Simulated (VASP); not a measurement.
# KTaO3 in VASP: notebook, part 2 of 2

VASP 6.6.1. The steps go on from the part before.

### Step 5. Single point, PBEsol (equal strain along all axes, cell held: -3.0 %)

File INCAR:

```
  ALGO = Normal
  EDIFF = 1E-6
  ENCUT = 520
  GGA = PS
  ISIF = 2
  ISMEAR = 0
  LASPH = True
  LCHARG = False
  LREAL = False
  LWAVE = False
  NBANDS = 27
  NELM = 80
  PREC = Accurate
  SIGMA = 0.02
```

File KPOINTS:

```
k-points
0
Gamma
  8 8 8
```

File POSCAR:

```
KTaO3
1.0
    3.8660436127      0.0000000000      0.0000000000
    0.0000000000      3.8660436127      0.0000000000
    0.0000000000      0.0000000000      3.8660436127
K Ta O
1 1 3
Direct
    0.5000000000      0.5000000000      0.5000000000
    0.0000000000      0.0000000000      0.0000000000
    0.0000000000      0.5000000000      0.0000000000
    0.0000000000      0.0000000000      0.5000000000
    0.5000000000      0.0000000000      0.0000000000
```

Potentials or basis: VASP PAW PBE potentials, release 64 (K_sv, Ta_pv, O).

The run is started by

```sh
cat potpaw_PBE.64/K_sv/POTCAR potpaw_PBE.64/Ta_pv/POTCAR potpaw_PBE.64/O/POTCAR > POTCAR
mpirun -np 1 vasp_std > vasp.out
```

OUTCAR:

```text
EDIFF = 1E-6
   ENCUT = 520
   GGA = PS
   ISIF = 2
   ISMEAR = 0
   LASPH = True
   LREAL = False
   NELM = 80
   PREC = Accurate

 ion  position               nearest neighbor table
   1  0.500  0.500  0.500-   3 2.73   4 2.73   5 2.73   3 2.73   5 2.73   4 2.73   5 2.73   5 2.73
                             3 2.73   4 2.73   3 2.73   4 2.73   2 3.35   2 3.35   2 3.35   2 3.35
   2  0.000  0.000  0.000-   3 1.93   4 1.93   5 1.93   4 1.93   3 1.93   5 1.93   1 3.35   1 3.35
                             1 3.35   1 3.35   1 3.35   1 3.35   1 3.35   1 3.35
   3  0.000  0.500  0.000-   2 1.93   2 1.93   1 2.73   1 2.73   1 2.73   1 2.73
   4  0.000  0.000  0.500-   2 1.93   2 1.93   1 2.73   1 2.73   1 2.73   1 2.73
   5  0.500  0.000  0.000-   2 1.93   2 1.93   1 2.73   1 2.73   1 2.73   1 2.73

  LATTYP: Found a simple cubic cell.
 ALAT       =     3.8660436127

  Lattice vectors:

 A1 = (   3.8660436127,   0.0000000000,   0.0000000000)
 A2 = (   0.0000000000,   3.8660436127,   0.0000000000)
 A3 = (   0.0000000000,   0.0000000000,   3.8660436127)

Analysis of symmetry for initial positions (statically):
=====================================================================
 Subroutine PRICEL returns:
 Original cell was already a primitive cell.

 Routine SETGRP: Setting up the symmetry group for a
 simple cubic supercell.

 Subroutine GETGRP returns: Found 48 space group operations
 (whereof 48 operations were pure point group operations)
 out of a pool of 48 trial point group operations.

The static configuration has the point symmetry O_h .

Analysis of symmetry for dynamics (positions and initial velocities):
=====================================================================
 Subroutine PRICEL returns:
 Original cell was already a primitive cell.

 Routine SETGRP: Setting up the symmetry group for a
 simple cubic supercell.

[... 123 lines left out ...]
   EMIN   =  10.00;   EMAX   =-10.00  energy-range for DOS
   EFERMI =   0.00;   METHOD = LEGACY
   ISMEAR =     0;   SIGMA  =   0.02  broadening in eV -4-tet -1-fermi 0-gaus
   EFERMI_NEDOS =   21; number of points for ismear=-14 and -15
   IALGO  =     38    algorithm
   IMIX   =      4    mixing-type and parameters
     AMIX     =   0.40;   BMIX     =  1.00
     AMIX_MAG =   1.60;   BMIX_MAG =  1.00
  volume/ion in A,a.u.               =      11.56        77.99
  Fermi-wavevector in a.u.,A,eV,Ry     =   1.423648  2.690305 27.575928  2.026774
  Thomas-Fermi vector in A             =   2.544223
   LORBIT       =      0    0 simple, 1 ext, 2 COOP (PROOUT), +10 PAW based schemes
   GGA     = PS    functional components
   LHFCALC =     F    Hartree Fock is set to
   AEXX    =    0.0000 exact exchange contribution
   IVDW    =     0    specifies the selected vdW correction
   LEPSILON=     F    determine dielectric tensor
   LRPA    =     F    only Hartree local field effects (RPA)
 non-spin polarized calculation
 Gauss-broadening in eV      SIGMA  =   0.02
  energy-cutoff  :      520.00
  volume of cell :       57.78
 maximum number of plane-waves:      1596
 NGX is ok and might be reduce to    30
   NGX = 15   NGY = 15   NGZ = 15

 number of electron      38.0000026 magnetization

 Free energy of the ion-electron system (eV)
  ---------------------------------------------------
  ext. energy  EPLUGINS =         0.00000000
  ---------------------------------------------------
  free energy    TOTEN  =       -42.52122085 eV

  energy without entropy =      -42.52122085  energy(sigma->0) =      -42.52122085

 E-fermi :   2.5502     XC(G=0): -11.6397

 val. band max:        2.3308809174   @ k =   0.5000   0.5000   0.5000
 cond. band min:       4.5945420999   @ k =   0.0000   0.0000   0.0000
 fundamental gap:      2.2636611825
 Fermi energy:         2.5502265454

 k-point     1 :       0.0000    0.0000    0.0000
  band No.  band energies     occupation
      1     -31.3287      2.00000
      2     -31.3287      2.00000
      3     -31.3287      2.00000
      4     -24.7351      2.00000
      5     -15.4976      2.00000
      6     -14.7597      2.00000
[... 709 lines left out ...]
     26      13.3748      0.00000
     27      13.5779      0.00000

 [... further k-points ...]
[... 5 lines left out ...]
  --------------------------------------------------------------------------------------
  -------------------------------------------------------------------------------------
  Total        8.6109064      8.6109064      8.6109064     -0.0000000     -0.0000000     -0.0000000
  in kB      238.7586979    238.7586979    238.7586979     -0.0000000     -0.0000000     -0.0000000
  external PRESSURE =     238.7586979 kB  Pullay stress =       0.0000000 kB

 VOLUME and BASIS-vectors are now :
 -----------------------------------------------------------------------------
  energy-cutoff  :      520.00
  volume of cell :       57.78
      direct lattice vectors                 reciprocal lattice vectors
     3.866043613  0.000000000  0.000000000     0.258662369  0.000000000  0.000000000
     0.000000000  3.866043613  0.000000000     0.000000000  0.258662369  0.000000000
     0.000000000  0.000000000  3.866043613     0.000000000  0.000000000  0.258662369

 POSITION                                       TOTAL-FORCE (eV/Angst)
 -----------------------------------------------------------------------------------
      1.93302      1.93302      1.93302         0.000000      0.000000      0.000000
      0.00000      0.00000      0.00000         0.000000      0.000000      0.000000
      0.00000      1.93302      0.00000         0.000000      0.000000      0.000000
      0.00000      0.00000      1.93302         0.000000      0.000000      0.000000
      1.93302      0.00000      0.00000         0.000000      0.000000      0.000000
 -----------------------------------------------------------------------------------
    total drift:                                0.000000     -0.000000      0.000000

  FREE ENERGIE OF THE ION-ELECTRON SYSTEM (eV)
  ---------------------------------------------------
  free  energy   TOTEN  =       -42.5212208455 eV

  energy  without entropy=      -42.5212208455  energy(sigma->0) =      -42.52122085
```

Wall time 84 s (1 thread of Intel Xeon 8259CL, shared host); peak memory 0.2 GiB.

What came out:

* Free energy: -42.5212 eV
* Pressure: 23.9 GPa
* Band gap on the k mesh: 2.26 eV (least direct gap 2.82 eV)

Caveat: the cell differs from its parent crystal (equal strain along all axes, cell held: -3.0 %); the cell stands under pressure; the PAW data sets were made with another functional, which shifts forces and pressure a little; spin-orbit coupling is left out, which moves the levels of the heavy elements.

### Step 6. The runs side by side

| cell | gap on the mesh (eV) | pressure (GPa) |
| --- | --- | --- |
| a = 4.105, b = 4.105, c = 3.947 Å, 5 atoms | 1.91 | -7.9 |
| a = 4.165, b = 4.165, c = 3.931 Å, 5 atoms | 1.83 | -11.2 |
| a = 3.806 Å, 5 atoms | 2.34 | 39.6 |
| a = 3.866 Å, 5 atoms | 2.26 | 23.9 |

Alike in all rows: task single point; level PBEsol; potentials or basis VASP PAW PBE potentials, release 64 (K_sv, Ta_pv, O); no spin polarisation; k mesh 8 × 8 × 8; cutoff (eV) 520; smearing gaussian 0.02 eV.

Caveats: the PAW data sets were made with another functional, which shifts forces and pressure a little; spin-orbit coupling is left out, which moves the levels of the heavy elements; the cell stands under tension (at least some runs); the cell stands under pressure (at least some runs).

Absolute energies hang on the potentials; compare differences alone.
